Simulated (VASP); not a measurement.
# NbP (I4_1md) in VASP: further runs

NbP is run at these levels: r2SCAN+rVV10, PBEsol; tasks: single point, relaxation of cell and atoms.

Program: VASP 6.6.1. These are calculated values, not measurements. Logs are shortened: lines on timing, memory, paths and dates and some standing lists are left out, and cuts for length are marked.

## (1) The cell of the first run

The structure is tetragonal, space group I4_1md (No. 109). The conventional cell has a = 3.334 Å, b = 3.334 Å, c = 11.429 Å, α = 90.00°, β = 90.00°, γ = 90.00°. Within 3.4 Å of Nb (site symmetry 2mm) lie 6 P at 2.53 to 2.54 Å and 8 Nb at 3.31 to 3.33 Å. Within 3.4 Å of P (site symmetry 2mm) lie 6 Nb at 2.53 to 2.54 Å and 8 P at 3.31 to 3.33 Å.

## (2) Single point, r2SCAN+rVV10

POSCAR

```
NbP
1.0
   -1.6667528140      1.6667528140      5.7142716039
    1.6667528140     -1.6667528140      5.7142716039
    1.6667528140      1.6667528140     -5.7142716039
Nb P
2 2
Direct
    0.7498740565      0.7498740565      0.0000000000
    0.4998740565      0.9998740565      0.5000000000
    0.3327545185      0.3327545185      0.0000000000
    0.0827545185      0.5827545185      0.5000000000
```

INCAR.step1

```
SYSTEM = NbP
PREC = Accurate
ENCUT = 520
ISMEAR = -1
SIGMA = 0.03
LREAL = .FALSE.
LASPH = .TRUE.
NELM = 80
NBANDS = 26
GGA = PE
ALGO = Normal
EDIFF = 1E-4
LWAVE = .TRUE.
LCHARG = .FALSE.
```

INCAR.step2

```
SYSTEM = NbP
PREC = Accurate
ENCUT = 520
EDIFF = 1E-7
ISMEAR = -1
SIGMA = 0.03
LREAL = .FALSE.
LASPH = .TRUE.
NELM = 80
ALGO = Normal
ISIF = 2
LWAVE = .FALSE.
LCHARG = .FALSE.
METAGGA = R2SCAN
LMIXTAU = .TRUE.
LUSE_VDW = .TRUE.
IVDW_NL = 2
BPARAM = 11.95
CPARAM = 0.0093
NBANDS = 26
ISTART = 1
```

KPOINTS

```
Automatic mesh
0
G
  10 10 10
  0 0 0
```

Potentials or basis: VASP PAW PBE potentials, release 64 (Nb_sv, P).

Launch:

```
> cat potpaw_PBE.64/Nb_sv/POTCAR potpaw_PBE.64/P/POTCAR > POTCAR
> cp INCAR.step1 INCAR
> mpirun -np 1 vasp_std > vasp.out
> cp INCAR.step2 INCAR
> mpirun -np 1 vasp_std > vasp.out
```

OUTCAR:

```text
SYSTEM = NbP
   PREC = Accurate
   ENCUT = 520
   EDIFF = 1E-7
   ISMEAR = -1
   LREAL = .FALSE.
   LASPH = .TRUE.
   NELM = 80
   ISIF = 2
   METAGGA = R2SCAN
   IVDW_NL = 2
   BPARAM = 11.95
   ISTART = 1

 ion  position               nearest neighbor table
   1  0.750  0.750  0.000-   4 2.53   4 2.53   3 2.54   3 2.54   3 2.54   3 2.54
   2  0.500  1.000  0.500-   3 2.53   3 2.53   4 2.54   4 2.54   4 2.54   4 2.54
   3  0.333  0.333  0.000-   2 2.53   2 2.53   1 2.54   1 2.54   1 2.54   1 2.54
   4  0.083  0.583  0.500-   1 2.53   1 2.53   2 2.54   2 2.54   2 2.54   2 2.54

  LATTYP: Found a body centered tetragonal cell.
 ALAT       =     3.3335056280
 C/A-ratio  =     3.4283857546

  Lattice vectors:

 A1 = (  -1.6667528140,   1.6667528140,   5.7142716039)
 A2 = (   1.6667528140,  -1.6667528140,   5.7142716039)
 A3 = (   1.6667528140,   1.6667528140,  -5.7142716039)

Analysis of symmetry for initial positions (statically):
=====================================================================
 Subroutine PRICEL returns:
 Original cell was already a primitive cell.

 Routine SETGRP: Setting up the symmetry group for a
 body centered tetragonal supercell.

 Subroutine GETGRP returns: Found  8 space group operations
 (whereof  4 operations were pure point group operations)
 out of a pool of 16 trial point group operations.

The static configuration has the point symmetry C_2v.
 The point group associated with its full space group is C_4v.

Analysis of symmetry for dynamics (positions and initial velocities):
=====================================================================
 Subroutine PRICEL returns:
 Original cell was already a primitive cell.

 Routine SETGRP: Setting up the symmetry group for a
 body centered tetragonal supercell.

 Subroutine GETGRP returns: Found  8 space group operations
 (whereof  4 operations were pure point group operations)
 out of a pool of 16 trial point group operations.

The dynamic configuration has the point symmetry C_2v.
 The point group associated with its full space group is C_4v.

 Subroutine INISYM returns: Found  8 space group operations
 (whereof  4 operations are pure point group operations),
 and found     1 'primitive' translations

----------------------------------------------------------------------------------------

                                     Primitive cell

  volume of cell :      63.4985

  direct lattice vectors                    reciprocal lattice vectors
    -1.666752814  1.666752814  5.714271604     0.000000000  0.299984494  0.087500216
     1.666752814 -1.666752814  5.714271604     0.299984494  0.000000000  0.087500216
     1.666752814  1.666752814 -5.714271604     0.299984494  0.299984494  0.000000000

  length of vectors
     6.181345311  6.181345311  6.181345311     0.312485175  0.312485175  0.424242140

  position of ions in fractional coordinates (direct lattice)
     0.749874056  0.749874056  0.000000000
     0.499874056  0.999874056  0.500000000
     0.332754519  0.332754519  0.000000000
     0.082754519  0.582754519  0.500000000

  ion indices of the primitive-cell ions
   primitive index   ion index
                 1           1
                 2           2
                 3           3
                 4           4

----------------------------------------------------------------------------------------

 KPOINTS: Automatic mesh

Automatic generation of k-mesh.
 Grid dimensions read from file:
 generate k-points for:   10   10   10

 Generating k-lattice:

  Cartesian coordinates                     Fractional coordinates (reciprocal lattice)
     0.000000000  0.029998449  0.008750022     0.100000000  0.000000000 -0.000000000
     0.029998449  0.000000000  0.008750022     0.000000000  0.100000000 -0.000000000
     0.029998449  0.029998449  0.000000000     0.000000000  0.000000000  0.100000000

  Length of vectors
     0.031248518  0.031248518  0.042424214

  Shift w.r.t. Gamma in fractional coordinates (k-lattice)
     0.000000000  0.000000000  0.000000000

 Subroutine IBZKPT returns following result:
 ===========================================

 Found    102 irreducible k-points:

 Following reciprocal coordinates:
            Coordinates               Weight
  0.000000  0.000000  0.000000      1.000000
  0.100000 -0.000000  0.000000      8.000000
  0.200000 -0.000000  0.000000      8.000000
  0.300000  0.000000 -0.000000      8.000000
  0.400000  0.000000 -0.000000      8.000000
  0.500000 -0.000000  0.000000      4.000000
[... 16 lines left out ...]
  0.300000  0.300000 -0.000000      8.000000
  0.400000  0.300000 -0.000000     16.000000
 [... further k-points ...]
   k-points           NKPTS =    102   k-points in BZ     NKDIM =    102   number of bands    NBANDS=     26
   number of dos      NEDOS =    301   number of ions     NIONS =      4
   total plane-waves  NPLWV = 110592
   dimension x,y,z NGX =    48 NGY =   48 NGZ =   48
   dimension x,y,z NGXF=    96 NGYF=   96 NGZF=   96
   ions per type =               2   2
   NGX,Y,Z   is equivalent  to a cutoff of  12.91, 12.91, 12.91 a.u.
   NGXF,Y,Z  is equivalent  to a cutoff of  25.82, 25.82, 25.82 a.u.
 SYSTEM =  NbP
   PREC   = accura    normal or accurate (medium, high low for compatibility)
   ISTART =      1    job   : 0-new  1-cont  2-samecut
   ICHARG =      0    charge: 1-file 2-atom 10-const
   ISPIN  =      1    spin polarized calculation?
   LNONCOLLINEAR =      F non collinear calculations
   LSORBIT =      F    spin-orbit coupling
   LASPH  =      T    aspherical Exc in radial PAW
   ENCUT  =  520.0 eV  38.22 Ry    6.18 a.u.  11.49 11.49 11.49*2*pi/ulx,y,z
   NELM   =     80;   NELMIN=  2; NELMDL=  0     # of ELM steps
   EDIFF  = 0.1E-06   stopping-criterion for ELM
   LREAL  =      F    real-space projection
   EDIFFG = 0.1E-05   stopping-criterion for IOM
   NSW    =      0    number of steps for IOM
   IBRION =     -1    ionic relax: 0-MD 1-quasi-New 2-CG
   NFREE  =      0    steps in history (QN), initial steepest desc. (CG)
   ISIF   =      2    stress and relaxation
   ISYM   =      2    0-nonsym 1-usesym 2-fastsym
   POTIM  = 0.5000    time-step for ionic-motion
   TEBEG  =    0.0;   TEEND  =   0.0 temperature during run
   PSTRESS=    0.0 pullay stress
   NELECT =      36.0000    total number of electrons
   NUPDOWN=      -1.0000    fix difference up-down
   EMIN   =  10.00;   EMAX   =-10.00  energy-range for DOS
   EFERMI =   0.00;   METHOD = LEGACY
   ISMEAR =    -1;   SIGMA  =   0.03  broadening in eV -4-tet -1-fermi 0-gaus
   EFERMI_NEDOS =   21; number of points for ismear=-14 and -15
   IALGO  =     38    algorithm
   IMIX   =      4    mixing-type and parameters
     AMIX     =   0.40;   BMIX     =  1.00
     AMIX_MAG =   1.60;   BMIX_MAG =  1.00
  volume/ion in A,a.u.               =      15.87       107.13
  Fermi-wavevector in a.u.,A,eV,Ry     =   1.354944  2.560472 24.978560  1.835872
  Thomas-Fermi vector in A             =   2.482073
   LORBIT       =      0    0 simple, 1 ext, 2 COOP (PROOUT), +10 PAW based schemes
   METAGGA = R2SCAN    functional components
   LHFCALC =     F    Hartree Fock is set to
   AEXX    =    0.0000 exact exchange contribution
   IVDW_NL    =     2    kernel type
   BPARAM     =11.9500
   IVDW    =     0    specifies the selected vdW correction
   LEPSILON=     F    determine dielectric tensor
   LRPA    =     F    only Hartree local field effects (RPA)
 non-spin polarized calculation
  energy-cutoff  :      520.00
  volume of cell :       63.50
 maximum number of plane-waves:      1726
 NGX is ok and might be reduce to    48
   NGX = 23   NGY = 23   NGZ = 23

 number of electron      36.0000000 magnetization

 Free energy of the ion-electron system (eV)
  ---------------------------------------------------
  ext. energy  EPLUGINS =         0.00000000
  ---------------------------------------------------
  free energy    TOTEN  =       -71.53725882 eV

  energy without entropy =      -71.53518663  energy(sigma->0) =      -71.53622273

 E-fermi :  10.7672     XC(G=0): -12.9379

 val. band max:       10.7651820079   @ k =  -0.3000   0.5000   0.3000
 cond. band min:      10.7957141515   @ k =  -0.1000   0.5000   0.1000
 fundamental gap:      0.0305321436
 Fermi energy:        10.7672248529

 k-point     1 :       0.0000    0.0000    0.0000
  band No.  band energies     occupation
      1     -45.9994      2.00000
      2     -45.9555      2.00000
      3     -21.5897      2.00000
      4     -21.3514      2.00000
      5     -21.3514      2.00000
      6     -21.2018      2.00000
[... 18 lines left out ...]
     25      15.1093      0.00000
     26      15.1093      0.00000

 k-point     2 :       0.1000   -0.0000    0.0000
  band No.  band energies     occupation
      1     -45.9966      2.00000
      2     -45.9544      2.00000
      3     -21.5793      2.00000
      4     -21.3814      2.00000
      5     -21.3489      2.00000
      6     -21.2318      2.00000
[... 18 lines left out ...]
     25      15.1879      0.00000
     26      15.5999      0.00000

 k-point     3 :       0.2000   -0.0000    0.0000
  band No.  band energies     occupation
      1     -45.9892      2.00000
      2     -45.9516      2.00000
      3     -21.5567      2.00000
      4     -21.4533      2.00000
      5     -21.3426      2.00000
      6     -21.3037      2.00000
[... 18 lines left out ...]
     25      15.6982      0.00000
     26      16.5802      0.00000

 k-point     4 :       0.3000    0.0000   -0.0000
  band No.  band energies     occupation
      1     -45.9795      2.00000
      2     -45.9487      2.00000
      3     -21.5847      2.00000
      4     -21.4877      2.00000
      5     -21.3806      2.00000
      6     -21.3346      2.00000
[... 18 lines left out ...]
     25      15.8154      0.00000
     26      17.3323      0.00000
[... 496 lines left out ...]
      1     -45.9810      2.00000
      2     -45.9459      2.00000
      3     -21.5403      2.00000
      4     -21.4580      2.00000
      5     -21.4239      2.00000
      6     -21.3021      2.00000
[... 18 lines left out ...]
     25      15.3699      0.00000
     26      16.6726      0.00000

 k-point    23 :       0.3000    0.3000   -0.0000
  band No.  band energies     occupation
      1     -45.9585      2.00000
      2     -45.9436      2.00000
      3     -21.5497      2.00000
      4     -21.5492      2.00000
      5     -21.4149      2.00000
      6     -21.3715      2.00000
[... 18 lines left out ...]
     25      16.1918      0.00000
     26      16.6159      0.00000

 k-point    24 :       0.4000    0.3000   -0.0000
  band No.  band energies     occupation
      1     -45.9511      2.00000
      2     -45.9410      2.00000
      3     -21.6192      2.00000
      4     -21.5379      2.00000
      5     -21.4441      2.00000
      6     -21.3794      2.00000
[... 18 lines left out ...]
     25      16.2649      0.00000
     26      16.7199      0.00000

 [... further k-points ...]

------------------------ aborting loop because EDIFF is reached ----------------------------------------

  FORCE on cell =-STRESS in cart. coord.  units (eV):
  Direction    XX          YY          ZZ          XY          YZ          ZX
  --------------------------------------------------------------------------------------
  -------------------------------------------------------------------------------------
  Total       -0.0988177     -0.0988177     -0.0793549      0.0000000      0.0000000      0.0000000
  in kB       -2.4933442     -2.4933442     -2.0022629      0.0000000      0.0000000      0.0000000
  external PRESSURE =      -2.3296504 kB  Pullay stress =       0.0000000 kB

 VOLUME and BASIS-vectors are now :
 -----------------------------------------------------------------------------
  energy-cutoff  :      520.00
  volume of cell :       63.50
      direct lattice vectors                 reciprocal lattice vectors
    -1.666752814  1.666752814  5.714271604     0.000000000  0.299984494  0.087500216
     1.666752814 -1.666752814  5.714271604     0.299984494  0.000000000  0.087500216
     1.666752814  1.666752814 -5.714271604     0.299984494  0.299984494  0.000000000

 POSITION                                       TOTAL-FORCE (eV/Angst)
 -----------------------------------------------------------------------------------
      0.00000      0.00000      8.56997        -0.000000     -0.000000     -0.001987
      1.66675      0.00000      5.71283         0.000000      0.000000     -0.001987
      0.00000      0.00000      3.80290        -0.000000     -0.000000      0.001987
      1.66675      0.00000      0.94576         0.000000      0.000000      0.001987
 -----------------------------------------------------------------------------------
    total drift:                                0.000000      0.000000      0.000247

  FREE ENERGIE OF THE ION-ELECTRON SYSTEM (eV)
  ---------------------------------------------------
  free  energy   TOTEN  =       -71.5372588232 eV

  energy  without entropy=      -71.5351866339  energy(sigma->0) =      -71.53622273
```

It took 51 min on 1 thread of Intel Xeon 8259CL, shared host; peak memory 0.82 GiB.

Results:

* Free energy: -71.5373 eV
* Pressure: -0.2 GPa
* Band gap on the k mesh: zero (bands 18 and 19 overlap by 0.13 eV)

Caveat: the PAW data sets were made with another functional, which shifts forces and pressure a little.

## (3) Relaxation of cell and atoms, PBEsol

This run uses another cell than the first one, of 16.10 Å³/atom.

INCAR

```
ALGO = Normal ; EDIFF = 1E-6
EDIFFG = -0.01 ; ENCUT = 600
GGA = PS ; IBRION = 2
ISIF = 3 ; ISMEAR = -1
LASPH = T ; LCHARG = F
LREAL = F ; LWAVE = F
NELM = 80 ; NSW = 100
PREC = Accurate ; SIGMA = 0.03
```

KPOINTS

```
k-points
0
Gamma
  8 8 8
```

POSCAR

```
NbP
1.0
   -1.6749232544      1.6749232544      5.7401081759
    1.6749232544     -1.6749232544      5.7401081759
    1.6749232544      1.6749232544     -5.7401081759
Nb P
2 2
Direct
    0.7498808000      0.7498808000      0.0000000000
    0.4998808000      0.9998808000      0.5000000000
    0.3327477700      0.3327477700      0.0000000000
    0.0827477800      0.5827477800      0.5000000000
```

Potentials or basis: VASP PAW PBE potentials, release 64 (Nb_sv, P).

Launch:

```
> cat potpaw_PBE.64/Nb_sv/POTCAR potpaw_PBE.64/P/POTCAR > POTCAR
> mpirun -np 1 vasp_std > vasp.out
```

Wall time 35 min (1 thread of Intel Xeon 8259CL, shared host); peak memory 0.43 GiB.

Results (log left out):

```
Free energy                           : -37.8261 eV
Relaxed volume                        : 15.55 Å³/atom
Relaxed cell                          : a = 6.115 Å, b = 6.115 Å, c = 6.115 Å, α = 148.51°, β = 148.51°, γ = 45.13°
Space group after relaxing (to 0.1 Å) : I4_1md (No. 109)
Energy gained by relaxing             : 11.5 meV/atom
Ionic steps                           : 7
Pressure after relaxing               : 0.0 GPa
Largest force after relaxing          : 0.008 eV/Å
Band gap on the k mesh                : 0.02 eV
```

Forces in eV/Å, atoms in the order of the input:
```
Nb   0.000  0.000 -0.008
Nb   0.000  0.000 -0.008
P    0.000  0.000  0.008
P    0.000  0.000  0.008
```

Step by step:
```
step  energy change (eV)  largest force (eV/Å)  pressure (GPa)  volume (Å³)
   1              0.0000                0.0200           -6.51        64.41
   2              0.1159                0.0251           14.50        58.51
   3             -0.0451                0.0228           -0.15        62.30
   4             -0.0451                0.0229            0.00        62.26
   5             -0.0459                0.0285           -0.01        62.22
   6             -0.0461                0.0325            0.00        62.20
   7             -0.0462                0.0079            0.00        62.20
```

Final structure:
```yaml
crystal:
  lattice:
    - [-1.65936, 1.65936, 5.64696]
    - [1.65936, -1.65936, 5.64696]
    - [1.65936, 1.65936, -5.64696]
  atoms:
    - { symbol: Nb, position: [0.75021, 0.75021, 0.00000] }
    - { symbol: Nb, position: [0.50021, 0.00021, 0.50000] }
    - { symbol: P, position: [0.33242, 0.33242, 0.00000] }
    - { symbol: P, position: [0.08242, 0.58242, 0.50000] }
```

Levels at points of the mesh, in eV from the valence-band top:
| k point | band 15 | band 16 | band 17 | band 18 | band 19 | band 20 | band 21 | band 22 |
| --- | --- | --- | --- | --- | --- | --- | --- | --- |
| (0.00, 0.00, 0.00) | -2.21 | -1.74 | -1.34 | -1.34 | 0.86 | 1.69 | 2.83 | 3.30 |
| (0.50, 0.00, 0.00) | -2.36 | -1.84 | -1.55 | -0.04 | 0.08 | 1.39 | 2.61 | 2.78 |
| (0.50, 0.50, 0.00) | -2.83 | -2.83 | -0.42 | -0.42 | 3.13 | 3.13 | 3.25 | 3.25 |
| (0.50, 0.50, 0.50) | -2.75 | -2.75 | -0.46 | -0.46 | 1.24 | 1.24 | 2.47 | 2.47 |

Caveat: the smearing spreads over this small gap; the PAW data sets were made with another functional, which shifts forces and pressure a little. A k mesh can miss the band edges.

The gap in the log of VASP goes by the Fermi energy; the results here count the filled bands.